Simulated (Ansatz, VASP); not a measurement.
# One calculation of Ta3N, two programs

File INCAR:

```
  PREC = Accurate
  ENCUT = 600
  EDIFF = 1E-7
  ISMEAR = 0
  SIGMA = 0.1
  LREAL = False
  LASPH = True
  NELM = 80
  ALGO = Normal
  ISIF = 3
  LWAVE = False
  LCHARG = False
  GGA = PE
  IBRION = 2
  NSW = 90
  EDIFFG = -0.04
```

KPOINTS

```
regular mesh
0
Gamma
  6 6 4
```

Contents of POSCAR:

```
Ta3N
1.0
    2.1598193400     -2.2815189100      0.0000000000
    2.1598193400      2.2815189100      0.0000000000
    0.0000000000      0.0000000000      6.2955762400
Ta N
3 1
Direct
    0.5000000000      0.5000000000      0.8043026800
    0.5000000000      0.5000000000      0.1956973200
    0.5000000000      0.5000000000      0.5000000000
    0.0000000000      0.0000000000      0.5000000000
```

Input for Ansatz:

```yaml
crystal:
  lattice:
    - [2.15981934, -2.28151891, 0.0]
    - [2.15981934, 2.28151891, 0.0]
    - [0.0, 0.0, 6.29557624]
  atoms:
    - { symbol: Ta, position: [0.5, 0.5, 0.80430268] }
    - { symbol: Ta, position: [0.5, 0.5, 0.19569732] }
    - { symbol: Ta, position: [0.5, 0.5, 0.5] }
    - { symbol: "N", position: [0.0, 0.0, 0.5] }
basis:
  ecutwfc: 420
kpoints:
  mp_grid: { grid: [6, 6, 4] }
hamiltonian:
  xc: pbe
scf:
  occupations: { method: gaussian, width: 0.1 }
  lower_state_search: "off"
output:
  forces: true
  stress: true
  eigenvalues: true
relax:
  adjacent_minimum: "off"
  f_tol: 0.04
  max_steps: 70
  cell: { stress_tol: 0.4 }
```

Alike in both runs: task relaxation of cell and atoms; functional PBE; k mesh 6 × 6 × 4; occupations gaussian, width 0.1 eV; no spin polarisation.

|  | VASP | Ansatz |
| --- | --- | --- |
| version | VASP 6.6.1 | Ansatz 0.2.0 |
| potentials or method | VASP PAW PBE potentials, release 64 (Ta_pv, N), cutoff 600 eV | scalar-relativistic, plane waves, PAW |
| valence electrons in the cell | 38 | 44 |

|  | VASP | Ansatz | Ansatz less VASP |
| --- | --- | --- | --- |
| gap on the k mesh at the Fermi level, each at its own relaxed structure (eV) | none | none | - |
| relaxed volume (Å³/atom) | 17.89 | 18.01 | +0.121 |
| relaxed cell length with the largest relative difference (Å) | 8.515 | 8.586 | +0.0704 |

A gap of «none» marks a metal or a gap that the smearing closes. VASP's potentials hold 38 valence electrons a cell and Ansatz's 44, so a difference there can come from the potentials and not from the codes.

Neither program's run includes spin-orbit coupling. Noted on VASP's run: the volume moved by over 15 % at a fixed basis, so the end points are rough.
